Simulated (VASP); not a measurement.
# Sc (Fd-3m) in VASP: notebook

The runs below take Sc through single point, with PBE.

Program: VASP 6.6.1. These are calculated values, not measurements. Logs are shortened: lines on timing, memory, paths and dates and some standing lists are left out, and cuts for length are marked.

## Step 1: The cell of the first run

Symmetry: Fd-3m, No. 227, cubic system. The conventional cell has a = 6.462 Å, b = 6.462 Å, c = 6.462 Å, α = 90.00°, β = 90.00°, γ = 90.00°. Within 3.7 Å of Sc (site symmetry -43m) lie 4 Sc at 2.80 Å.

This isn't the form of Sc at room conditions, which is hcp.

## Step 2: Single point, PBE

The input, INCAR:

```
PREC = Accurate
ENCUT = 520
EDIFF = 1E-6
ISMEAR = -1
SIGMA = 0.06122561905347299
LREAL = F
LASPH = T
NELM = 60
ALGO = Normal
ISIF = 2
LWAVE = F
LCHARG = T
GGA = PE
LELF = T
LVHAR = T
NBANDS = 18
```

The input, KPOINTS:

```
Automatic mesh
0
Gamma
  10 10 10
```

The input, POSCAR:

```
Sc
1.0
    0.0000000000      3.2311015678      3.2311015678
    3.2311015678      0.0000000000      3.2311015678
    3.2311015678      3.2311015678      0.0000000000
Sc
2
Direct
    0.0000000000      0.0000000000      0.0000000000
    0.2500000000      0.2500000000      0.2500000000
```

Potentials or basis: VASP PAW PBE potentials, release 64 (Sc_sv).

The run is started by

```sh
cat potpaw_PBE.64/Sc_sv/POTCAR > POTCAR
mpirun -np 1 vasp_std > vasp.out
```

OUTCAR:

```text
PREC = Accurate
   ENCUT = 520
   EDIFF = 1E-6
   ISMEAR = -1
   LREAL = F
   LASPH = T
   NELM = 60
   ISIF = 2
   GGA = PE

 ion  position               nearest neighbor table
   1  0.000  0.000  0.000-   2 2.80   2 2.80   2 2.80   2 2.80
   2  0.250  0.250  0.250-   1 2.80   1 2.80   1 2.80   1 2.80

  LATTYP: Found a face centered cubic cell.
 ALAT       =     6.4622031356

  Lattice vectors:

 A1 = (   0.0000000000,   3.2311015678,   3.2311015678)
 A2 = (   3.2311015678,   0.0000000000,   3.2311015678)
 A3 = (   3.2311015678,   3.2311015678,   0.0000000000)

Analysis of symmetry for initial positions (statically):
=====================================================================
 Subroutine PRICEL returns:
 Original cell was already a primitive cell.

 Routine SETGRP: Setting up the symmetry group for a
 face centered cubic supercell.

 Subroutine GETGRP returns: Found 48 space group operations
 (whereof 24 operations were pure point group operations)
 out of a pool of 48 trial point group operations.

The static configuration has the point symmetry T_d .
 The point group associated with its full space group is O_h .

Analysis of symmetry for dynamics (positions and initial velocities):
=====================================================================
 Subroutine PRICEL returns:
 Original cell was already a primitive cell.

 Routine SETGRP: Setting up the symmetry group for a
 face centered cubic supercell.

 Subroutine GETGRP returns: Found 48 space group operations
 (whereof 24 operations were pure point group operations)
 out of a pool of 48 trial point group operations.

The dynamic configuration has the point symmetry T_d .
 The point group associated with its full space group is O_h .

 Subroutine INISYM returns: Found 48 space group operations
 (whereof 24 operations are pure point group operations),
 and found     1 'primitive' translations

----------------------------------------------------------------------------------------

                                     Primitive cell

  volume of cell :      67.4655

  direct lattice vectors                    reciprocal lattice vectors
     0.000000000  3.231101568  3.231101568    -0.154745987  0.154745987  0.154745987
     3.231101568  0.000000000  3.231101568     0.154745987 -0.154745987  0.154745987
     3.231101568  3.231101568  0.000000000     0.154745987  0.154745987 -0.154745987

  length of vectors
     4.569467659  4.569467659  4.569467659     0.268027911  0.268027911  0.268027911

  position of ions in fractional coordinates (direct lattice)
     0.000000000  0.000000000  0.000000000
     0.250000000  0.250000000  0.250000000

  ion indices of the primitive-cell ions
   primitive index   ion index
                 1           1
                 2           2

----------------------------------------------------------------------------------------

 KPOINTS: Automatic mesh

Automatic generation of k-mesh.
 Grid dimensions read from file:
 generate k-points for:   10   10   10

 Generating k-lattice:

  Cartesian coordinates                     Fractional coordinates (reciprocal lattice)
    -0.015474599  0.015474599  0.015474599     0.100000000  0.000000000  0.000000000
     0.015474599 -0.015474599  0.015474599     0.000000000  0.100000000  0.000000000
     0.015474599  0.015474599 -0.015474599     0.000000000  0.000000000  0.100000000

  Length of vectors
     0.026802791  0.026802791  0.026802791

  Shift w.r.t. Gamma in fractional coordinates (k-lattice)
     0.000000000  0.000000000  0.000000000

 Subroutine IBZKPT returns following result:
 ===========================================

 Found     47 irreducible k-points:

 Following reciprocal coordinates:
            Coordinates               Weight
  0.000000  0.000000  0.000000      1.000000
  0.100000  0.000000  0.000000      8.000000
  0.200000  0.000000  0.000000      8.000000
  0.300000  0.000000  0.000000      8.000000
  0.400000  0.000000  0.000000      8.000000
  0.500000  0.000000  0.000000      4.000000
[... 16 lines left out ...]
  0.300000  0.300000  0.000000      6.000000
  0.400000  0.300000  0.000000     24.000000
 [... further k-points ...]
   k-points           NKPTS =     47   k-points in BZ     NKDIM =     47   number of bands    NBANDS=     18
   number of dos      NEDOS =    301   number of ions     NIONS =      2
   total plane-waves  NPLWV =  46656
   dimension x,y,z NGX =    36 NGY =   36 NGZ =   36
   dimension x,y,z NGXF=    72 NGYF=   72 NGZF=   72
   ions per type =               2
   NGX,Y,Z   is equivalent  to a cutoff of  13.10, 13.10, 13.10 a.u.
   NGXF,Y,Z  is equivalent  to a cutoff of  26.19, 26.19, 26.19 a.u.
 SYSTEM =  unknown system
   PREC   = accura    normal or accurate (medium, high low for compatibility)
   ISTART =      0    job   : 0-new  1-cont  2-samecut
   ICHARG =      2    charge: 1-file 2-atom 10-const
   ISPIN  =      1    spin polarized calculation?
   LNONCOLLINEAR =      F non collinear calculations
   LSORBIT =      F    spin-orbit coupling
   LASPH  =      T    aspherical Exc in radial PAW
   ENCUT  =  520.0 eV  38.22 Ry    6.18 a.u.   8.50  8.50  8.50*2*pi/ulx,y,z
   NELM   =     60;   NELMIN=  2; NELMDL= -5     # of ELM steps
   EDIFF  = 0.1E-05   stopping-criterion for ELM
   LREAL  =      F    real-space projection
   EDIFFG = 0.1E-04   stopping-criterion for IOM
   NSW    =      0    number of steps for IOM
   IBRION =     -1    ionic relax: 0-MD 1-quasi-New 2-CG
   NFREE  =      0    steps in history (QN), initial steepest desc. (CG)
   ISIF   =      2    stress and relaxation
   ISYM   =      2    0-nonsym 1-usesym 2-fastsym
   POTIM  = 0.5000    time-step for ionic-motion
   TEBEG  =    0.0;   TEEND  =   0.0 temperature during run
   PSTRESS=    0.0 pullay stress
   NELECT =      22.0000    total number of electrons
   NUPDOWN=      -1.0000    fix difference up-down
   EMIN   =  10.00;   EMAX   =-10.00  energy-range for DOS
   EFERMI =   0.00;   METHOD = LEGACY
   ISMEAR =    -1;   SIGMA  =   0.06  broadening in eV -4-tet -1-fermi 0-gaus
   EFERMI_NEDOS =   21; number of points for ismear=-14 and -15
   IALGO  =     38    algorithm
   IMIX   =      4    mixing-type and parameters
     AMIX     =   0.40;   BMIX     =  1.00
     AMIX_MAG =   1.60;   BMIX_MAG =  1.00
  volume/ion in A,a.u.               =      33.73       227.64
  Fermi-wavevector in a.u.,A,eV,Ry     =   1.126821  2.129384 17.275680  1.269727
  Thomas-Fermi vector in A             =   2.263505
   LORBIT       =      0    0 simple, 1 ext, 2 COOP (PROOUT), +10 PAW based schemes
   GGA     = PE    functional components
   LHFCALC =     F    Hartree Fock is set to
   AEXX    =    0.0000 exact exchange contribution
   IVDW    =     0    specifies the selected vdW correction
   LEPSILON=     F    determine dielectric tensor
   LRPA    =     F    only Hartree local field effects (RPA)
 non-spin polarized calculation
  energy-cutoff  :      520.00
  volume of cell :       67.47
 maximum number of plane-waves:      1849
 NGX is ok and might be reduce to    36
   NGX = 17   NGY = 17   NGZ = 17

 number of electron      22.0000001 magnetization

 Free energy of the ion-electron system (eV)
  ---------------------------------------------------
  ext. energy  EPLUGINS =         0.00000000
  ---------------------------------------------------
  free energy    TOTEN  =        -8.55101403 eV

  energy without entropy =       -8.48747202  energy(sigma->0) =       -8.51924303

 E-fermi :   1.8605     XC(G=0):  -8.4832

 val. band max:        1.8603656617   @ k =   0.0000   0.0000   0.0000
 cond. band min:       1.8891249040   @ k =   0.5000   0.1000   0.0000
 fundamental gap:      0.0287592423
 Fermi energy:         1.8604713906

 k-point     1 :       0.0000    0.0000    0.0000
  band No.  band energies     occupation
      1     -48.0790      2.00000
      2     -47.8491      2.00000
      3     -26.8527      2.00000
      4     -26.8527      2.00000
      5     -26.8527      2.00000
      6     -26.4409      2.00000
[... 10 lines left out ...]
     17       3.4727      0.00000
     18       5.3459      0.00000

 k-point     2 :       0.1000    0.0000    0.0000
  band No.  band energies     occupation
      1     -48.0749      2.00000
      2     -47.8533      2.00000
      3     -26.8577      2.00000
      4     -26.8577      2.00000
      5     -26.8524      2.00000
      6     -26.4423      2.00000
[... 10 lines left out ...]
     17       3.4641      0.00000
     18       5.3366      0.00000

 k-point     3 :       0.2000    0.0000    0.0000
  band No.  band energies     occupation
      1     -48.0631      2.00000
      2     -47.8653      2.00000
      3     -26.8702      2.00000
      4     -26.8702      2.00000
      5     -26.8516      2.00000
      6     -26.4456      2.00000
[... 10 lines left out ...]
     17       3.4927      0.00000
     18       5.2995      0.00000

 k-point     4 :       0.3000    0.0000    0.0000
  band No.  band energies     occupation
      1     -48.0463      2.00000
      2     -47.8823      2.00000
      3     -26.8847      2.00000
      4     -26.8847      2.00000
      5     -26.8510      2.00000
      6     -26.4493      2.00000
[... 375 lines left out ...]
      4     -26.8853      2.00000
      5     -26.8156      2.00000
      6     -26.4831      2.00000
[... 10 lines left out ...]
     17       3.8331      0.00000
     18       4.8072      0.00000

 k-point    23 :       0.3000    0.3000    0.0000
  band No.  band energies     occupation
      1     -48.0319      2.00000
      2     -47.8968      2.00000
      3     -26.9187      2.00000
      4     -26.9187      2.00000
      5     -26.7713      2.00000
      6     -26.5307      2.00000
[... 10 lines left out ...]
     17       3.8293      0.00000
     18       4.5851      0.00000

 k-point    24 :       0.4000    0.3000    0.0000
  band No.  band energies     occupation
      1     -48.0154      2.00000
      2     -47.9135      2.00000
      3     -26.9330      2.00000
      4     -26.9291      2.00000
      5     -26.7467      2.00000
      6     -26.5564      2.00000
[... 10 lines left out ...]
     17       4.0362      0.00000
     18       4.4478      0.00000

 [... further k-points ...]

------------------------ aborting loop because EDIFF is reached ----------------------------------------

  FORCE on cell =-STRESS in cart. coord.  units (eV):
  Direction    XX          YY          ZZ          XY          YZ          ZX
  --------------------------------------------------------------------------------------
  -------------------------------------------------------------------------------------
  Total        0.0762835      0.0762835      0.0762835      0.0000000     -0.0000000      0.0000000
  in kB        1.8115882      1.8115882      1.8115882      0.0000000     -0.0000000      0.0000000
  external PRESSURE =       1.8115882 kB  Pullay stress =       0.0000000 kB

 VOLUME and BASIS-vectors are now :
 -----------------------------------------------------------------------------
  energy-cutoff  :      520.00
  volume of cell :       67.47
      direct lattice vectors                 reciprocal lattice vectors
     0.000000000  3.231101568  3.231101568    -0.154745987  0.154745987  0.154745987
     3.231101568  0.000000000  3.231101568     0.154745987 -0.154745987  0.154745987
     3.231101568  3.231101568  0.000000000     0.154745987  0.154745987 -0.154745987

 POSITION                                       TOTAL-FORCE (eV/Angst)
 -----------------------------------------------------------------------------------
      0.00000      0.00000      0.00000         0.000000      0.000000      0.000000
      1.61555      1.61555      1.61555        -0.000000     -0.000000     -0.000000
 -----------------------------------------------------------------------------------
    total drift:                                0.000000      0.000000      0.000000

  FREE ENERGIE OF THE ION-ELECTRON SYSTEM (eV)
  ---------------------------------------------------
  free  energy   TOTEN  =        -8.5510140327 eV

  energy  without entropy=       -8.4874720208  energy(sigma->0) =       -8.51924303
```

Run time: 34 s. Hardware: 1 thread of Intel Xeon Platinum 8488C (Sapphire Rapids), shared host; peak memory 0.22 GiB.

What came out:

| Property | Result |
| --- | --- |
| Free energy | -8.5510 eV |
| Pressure | 0.2 GPa |
| Band gap on the k mesh | zero (bands 11 and 12 overlap by 0.56 eV) |

(Part 1 of 2 ends here.)

The gap in the log of VASP goes by the Fermi energy; the results here count the filled bands.